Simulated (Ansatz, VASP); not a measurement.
# AlGa3N4 in VASP and in Ansatz

File INCAR:

```
PREC     = Accurate       # precision mode
ENCUT    = 520            # plane-wave cutoff, eV
EDIFF    = 1E-6           # SCF threshold, eV
ISMEAR   = 0              # smearing method
SIGMA    = 0.05           # smearing width, eV
LREAL    = False          # projectors in reciprocal space
LASPH    = True           # aspherical terms in the spheres
NELM     = 60             # most SCF steps
ALGO     = Normal         # electronic algorithm
ISIF     = 2              # what is computed and relaxed
LWAVE    = False          # write WAVECAR
LCHARG   = True           # write CHGCAR
LELF     = True           # ELF
LVHAR    = True         
NBANDS   = 41             # bands
```

File KPOINTS:

```
Automatic mesh
0
Gamma
  6 6 6
```

File POSCAR:

```
AlGa3N4
1.0
    4.4267521656      0.0000000000      0.0000000000
    0.0000000000      4.4267521656      0.0000000000
    0.0000000000      0.0000000000      4.4267521656
Al Ga N
1 3 4
Direct
    0.0000000000      0.0000000000      0.0000000000
    0.5000000000      0.5000000000      0.0000000000
    0.5000000000      0.0000000000      0.5000000000
    0.0000000000      0.5000000000      0.5000000000
    0.7548078379      0.7548078379      0.2451921621
    0.7548078379      0.2451921621      0.7548078379
    0.2451921621      0.7548078379      0.7548078379
    0.2451921621      0.2451921621      0.2451921621
```

Input for Ansatz:

```yaml
crystal:
  lattice:
    - [4.4267521656, 0.0, 0.0]
    - [0.0, 4.4267521656, 0.0]
    - [0.0, 0.0, 4.4267521656]
  atoms:
    - { symbol: Al, position: [0.0, 0.0, 0.0] }
    - { symbol: Ga, position: [0.5, 0.5, 0.0] }
    - { symbol: Ga, position: [0.5, 0.0, 0.5] }
    - { symbol: Ga, position: [0.0, 0.5, 0.5] }
    - { symbol: "N", position: [0.7548078379, 0.7548078379, 0.2451921621] }
    - { symbol: "N", position: [0.7548078379, 0.2451921621, 0.7548078379] }
    - { symbol: "N", position: [0.2451921621, 0.7548078379, 0.7548078379] }
    - { symbol: "N", position: [0.2451921621, 0.2451921621, 0.2451921621] }
basis:
  ecutwfc: 520.0
kpoints:
  mp_grid: { grid: [6, 6, 6] }
hamiltonian:
  xc: lda
  pseudopotentials: { kind: paw, azcp: { folder: soft_1 } }
scf:
  occupations: { method: gaussian, width: 0.05 }
output:
  forces: true
  stress: true
  eigenvalues: true
```

Alike in both runs: task single point; functional LDA; k mesh 6 × 6 × 6; occupations gaussian, width 0.05 eV; no spin polarisation.

|  | VASP | Ansatz |
| --- | --- | --- |
| version | VASP 6.6.1 | Ansatz 0.2.0 |
| potentials or method | VASP PAW LDA potentials, release 64 (Al, Ga_d, N), cutoff 520 eV | scalar-relativistic, plane waves, PAW |
| valence electrons in the cell | 62 | 62 |

Ansatz gave:

- gap on the k mesh at the Fermi level (eV): 2.56
- least direct gap on the mesh (eV): 2.56
- pressure (GPa): 0.0
- rms of the force components (eV/Å): 0.001

Problem. Estimate VASP's values.

Solution. gap on the k mesh at the Fermi level (eV): 2.57; least direct gap on the mesh (eV): 2.57; pressure (GPa): 1.1; rms of the force components (eV/Å): 0.013.

Ansatz warns that its potentials were made for another functional, while VASP's fit it. LDA's correlation is that of Perdew and Zunger in VASP and of Perdew and Wang (1992) in Ansatz. Atom by atom the forces differ by 0.012 eV/Å (rms over components).
